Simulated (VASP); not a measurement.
# K (Fm-3m) in VASP: single point with HSE06

Aim: the single point of K with HSE06.

All numbers are computed with VASP 6.6.1; they aren't measurements. Logs are shortened: lines on timing, memory, paths and dates and some standing lists are left out, and cuts for length are marked.

## (1) The cell of the first run

It takes space group Fm-3m (No. 225, cubic). Conventional cell: a = 6.726 Å, b = 6.726 Å, c = 6.726 Å, α = 90.00°, β = 90.00°, γ = 90.00°.

This isn't the form of K at room conditions, which is bcc.

## (2) Single point, HSE06 (76.07 Å³/atom)

The input, POSCAR:

```
K
1.0
    0.0000000000      3.3630563875      3.3630563875
    3.3630563875      0.0000000000      3.3630563875
    3.3630563875      3.3630563875      0.0000000000
K
1
Direct
    0.0000000000      0.0000000000      0.0000000000
```

The input, INCAR.step1:

```
SYSTEM = K
ALGO     = Normal         ! electronic algorithm
EDIFF    = 1E-5           ! SCF threshold, eV
ENCUT    = 520            ! plane-wave cutoff, eV
GGA      = PE             ! functional
ISIF     = 2              ! what is computed and relaxed
ISMEAR   = 0              ! smearing method
LASPH    = .TRUE.         ! aspherical terms in the spheres
LCHARG   = .FALSE.        ! write CHGCAR
LREAL    = .FALSE.        ! projectors in reciprocal space
LWAVE    = .TRUE.         ! write WAVECAR
NBANDS   = 10             ! bands
NELM     = 60             ! most SCF steps
PREC     = Accurate       ! precision mode
SIGMA    = 0.05           ! smearing width, eV
```

The input, INCAR.step2:

```
SYSTEM = K
ALGO     = Normal         ! electronic algorithm
EDIFF    = 1E-7           ! SCF threshold, eV
ENCUT    = 520            ! plane-wave cutoff, eV
GGA      = PE             ! functional
HFSCREEN = 0.2079         ! screening, 1/A
ISIF     = 2              ! what is computed and relaxed
ISMEAR   = 0              ! smearing method
ISTART   = 1            
LASPH    = .TRUE.         ! aspherical terms in the spheres
LCHARG   = .FALSE.        ! write CHGCAR
LHFCALC  = .TRUE.         ! exact exchange
LREAL    = .FALSE.        ! projectors in reciprocal space
LWAVE    = .FALSE.        ! write WAVECAR
NBANDS   = 10             ! bands
NELM     = 60             ! most SCF steps
PREC     = Accurate       ! precision mode
PRECFOCK = Normal       
SIGMA    = 0.05           ! smearing width, eV
```

The input, KPOINTS:

```
k-points
0
G
  6 6 6
  0 0 0
```

Potentials or basis: VASP PAW PBE potentials, release 64 (K_sv).

Command:

```console
> cat potpaw_PBE.64/K_sv/POTCAR > POTCAR
> cp INCAR.step1 INCAR
> mpirun -np 1 vasp_std > vasp.out
> cp INCAR.step2 INCAR
> mpirun -np 1 vasp_std > vasp.out
```

OUTCAR:

```text
SYSTEM = K
   EDIFF = 1E-7
   ENCUT = 520
   GGA = PE
   HFSCREEN = 0.2079
   ISIF = 2
   ISMEAR = 0
   ISTART = 1
   LASPH = .TRUE.
   LHFCALC = .TRUE.
   LREAL = .FALSE.
   NELM = 60
   PREC = Accurate
   PRECFOCK = Normal

 ion  position               nearest neighbor table
   1  0.000  0.000  0.000-

  LATTYP: Found a face centered cubic cell.
 ALAT       =     6.7261127750

  Lattice vectors:

 A1 = (   0.0000000000,   3.3630563875,   3.3630563875)
 A2 = (   3.3630563875,   0.0000000000,   3.3630563875)
 A3 = (   3.3630563875,   3.3630563875,   0.0000000000)

Analysis of symmetry for initial positions (statically):
=====================================================================
 Subroutine PRICEL returns:
 Original cell was already a primitive cell.

 Routine SETGRP: Setting up the symmetry group for a
 face centered cubic supercell.

 Subroutine GETGRP returns: Found 48 space group operations
 (whereof 48 operations were pure point group operations)
 out of a pool of 48 trial point group operations.

The static configuration has the point symmetry O_h .

Analysis of symmetry for dynamics (positions and initial velocities):
=====================================================================
 Subroutine PRICEL returns:
 Original cell was already a primitive cell.

 Routine SETGRP: Setting up the symmetry group for a
 face centered cubic supercell.

 Subroutine GETGRP returns: Found 48 space group operations
 (whereof 48 operations were pure point group operations)
 out of a pool of 48 trial point group operations.

The dynamic configuration has the point symmetry O_h .

 Subroutine INISYM returns: Found 48 space group operations
 (whereof 48 operations are pure point group operations),
 and found     1 'primitive' translations

----------------------------------------------------------------------------------------

                                     Primitive cell

  volume of cell :      76.0733

  direct lattice vectors                    reciprocal lattice vectors
     0.000000000  3.363056387  3.363056387    -0.148674284  0.148674284  0.148674284
     3.363056387  0.000000000  3.363056387     0.148674284 -0.148674284  0.148674284
[... 83 lines left out ...]
   TEBEG  =    0.0;   TEEND  =   0.0 temperature during run
   PSTRESS=    0.0 pullay stress
   NELECT =       9.0000    total number of electrons
   NUPDOWN=      -1.0000    fix difference up-down
   EMIN   =  10.00;   EMAX   =-10.00  energy-range for DOS
   EFERMI =   0.00;   METHOD = LEGACY
   ISMEAR =     0;   SIGMA  =   0.05  broadening in eV -4-tet -1-fermi 0-gaus
   EFERMI_NEDOS =   21; number of points for ismear=-14 and -15
   IALGO  =     38    algorithm
   IMIX   =      1    mixing-type and parameters
     AMIX     =   0.40;   BMIX     =  1.00
     AMIX_MAG =   1.60;   BMIX_MAG =  1.00
  volume/ion in A,a.u.               =      76.07       513.37
  Fermi-wavevector in a.u.,A,eV,Ry     =   0.803671  1.518718  8.787823  0.645887
  Thomas-Fermi vector in A             =   1.911582
   LORBIT       =      0    0 simple, 1 ext, 2 COOP (PROOUT), +10 PAW based schemes
   GGA     = PE    functional components
   LHFCALC =     T    Hartree Fock is set to
   PRECFOCK=normal    Normal, Fast or Accurate (Low or Medium for compatibility)
   ENCUT4O =  -1.0   cutoff for four orbital integrals eV
   NKREDX  =     1    reduce k-point grid by
   NKREDY  =     1    reduce k-point grid by
   NKREDZ  =     1    reduce k-point grid by
   AEXX    =    0.2500 exact exchange contribution
   HFSCREEN=    0.2079 screening length (either q_TF or 0.3 A-1)
   HFSCREENC=   0.2079 screening length for correlation (either q_TF or 0.3 A-1)
   ENCUTFOCK=  -1.0 apply spherical cutoff to Coloumb kernel
   IVDW    =     0    specifies the selected vdW correction
   LEPSILON=     F    determine dielectric tensor
   LRPA    =     F    only Hartree local field effects (RPA)
 non-spin polarized calculation
 Gauss-broadening in eV      SIGMA  =   0.05
  energy-cutoff  :      520.00
  volume of cell :       76.07
 maximum number of plane-waves:      2085
  NGX = 28; NGY = 28; NGZ = 28

 number of electron       9.0000000 magnetization

 Free energy of the ion-electron system (eV)
  ---------------------------------------------------
  ext. energy  EPLUGINS =         0.00000000
  ---------------------------------------------------
  free energy    TOTEN  =        -1.10466927 eV

  energy without entropy =       -1.10241332  energy(sigma->0) =       -1.10354130

 E-fermi :  -0.3133     XC(G=0):  -4.7992

 val. band max:       -0.3420619087   @ k =   0.5000   0.3333   0.1667
 cond. band min:       0.0546558911   @ k =   0.5000   0.1667   0.0000
 fundamental gap:      0.3967177998
 Fermi energy:        -0.3133346891

 k-point     1 :       0.0000    0.0000    0.0000
  band No.  band energies     occupation
      1     -35.3497      2.00000
      2     -17.4378      2.00000
      3     -17.4378      2.00000
      4     -17.4378      2.00000
      5      -2.6333      2.00000
      6       4.6101      0.00000
      7       4.6101      0.00000
      8       4.6101      0.00000
      9       6.0129      0.00000
     10       6.0129      0.00000
[... 183 lines left out ...]
 k-point    16 :      -0.3333    0.5000    0.1667
  band No.  band energies     occupation
      1     -35.3455      2.00000
      2     -17.4848      2.00000
      3     -17.4676      2.00000
      4     -17.4595      2.00000
      5       1.2973      0.00000
      6       1.5105      0.00000
      7       2.0861      0.00000
      8       3.4290      0.00000
      9       5.7775      0.00000
     10       6.5522      0.00000

------------------------ aborting loop because EDIFF is reached ----------------------------------------

  FORCE on cell =-STRESS in cart. coord.  units (eV):
  Direction    XX          YY          ZZ          XY          YZ          ZX
  --------------------------------------------------------------------------------------
  -------------------------------------------------------------------------------------
  Total       -0.0069219     -0.0069219     -0.0069219      0.0000000      0.0000000     -0.0000000
  in kB       -0.1457815     -0.1457815     -0.1457815      0.0000000      0.0000000     -0.0000000
  external PRESSURE =      -0.1457815 kB  Pullay stress =       0.0000000 kB

 VOLUME and BASIS-vectors are now :
 -----------------------------------------------------------------------------
  energy-cutoff  :      520.00
  volume of cell :       76.07
      direct lattice vectors                 reciprocal lattice vectors
     0.000000000  3.363056387  3.363056387    -0.148674284  0.148674284  0.148674284
     3.363056387  0.000000000  3.363056387     0.148674284 -0.148674284  0.148674284
     3.363056387  3.363056387  0.000000000     0.148674284  0.148674284 -0.148674284

 POSITION                                       TOTAL-FORCE (eV/Angst)
 -----------------------------------------------------------------------------------
      0.00000      0.00000      0.00000        -0.000000     -0.000000     -0.000000
 -----------------------------------------------------------------------------------
    total drift:                                0.000000      0.000000      0.000000

  FREE ENERGIE OF THE ION-ELECTRON SYSTEM (eV)
  ---------------------------------------------------
  free  energy   TOTEN  =        -1.1046692713 eV

  energy  without entropy=       -1.1024133240  energy(sigma->0) =       -1.10354130
```

OUTCAR.step1:

```text
SYSTEM = K
   EDIFF = 1E-5
   ENCUT = 520
   GGA = PE
   ISIF = 2
   ISMEAR = 0
[... 413 lines left out ...]

 POSITION                                       TOTAL-FORCE (eV/Angst)
 -----------------------------------------------------------------------------------
      0.00000      0.00000      0.00000         0.000000      0.000000      0.000000
 -----------------------------------------------------------------------------------
    total drift:                               -0.000000      0.000000      0.000000

  FREE ENERGIE OF THE ION-ELECTRON SYSTEM (eV)
  ---------------------------------------------------
  free  energy   TOTEN  =        -1.0395340263 eV

  energy  without entropy=       -1.0372729316  energy(sigma->0) =       -1.03840348
```

It took 19 min on 1 thread of Intel Xeon Platinum 8375C at 2.90GHz (Ice Lake), shared host; peak memory 0.33 GiB.

Results:

```yaml
Free_energy: -1.1047 eV
Pressure: 0.0 GPa
Band_gap_on_the_k_mesh: zero (an odd number of electrons rules out a gap without spin polarisation)
```

Levels at points of the mesh, in eV from the Fermi level:
| k point | band 1 | band 2 | band 3 | band 4 | band 5 | band 6 | band 7 | band 8 | band 9 | band 10 |
| --- | --- | --- | --- | --- | --- | --- | --- | --- | --- | --- |
| (0.00, 0.00, 0.00) | -35.04 | -17.12 | -17.12 | -17.12 | -2.32 | 4.92 | 4.92 | 4.92 | 6.33 | 6.33 |
| (0.50, 0.00, 0.00) | -35.03 | -17.18 | -17.13 | -17.13 | 0.58 | 0.71 | 4.67 | 4.67 | 6.89 | 7.21 |
| (0.50, 0.50, 0.00) | -35.03 | -17.18 | -17.15 | -17.15 | 1.25 | 1.62 | 2.88 | 5.28 | 5.28 | 6.10 |

Caveat: the PAW data sets were made with another functional, which shifts forces and pressure a little.
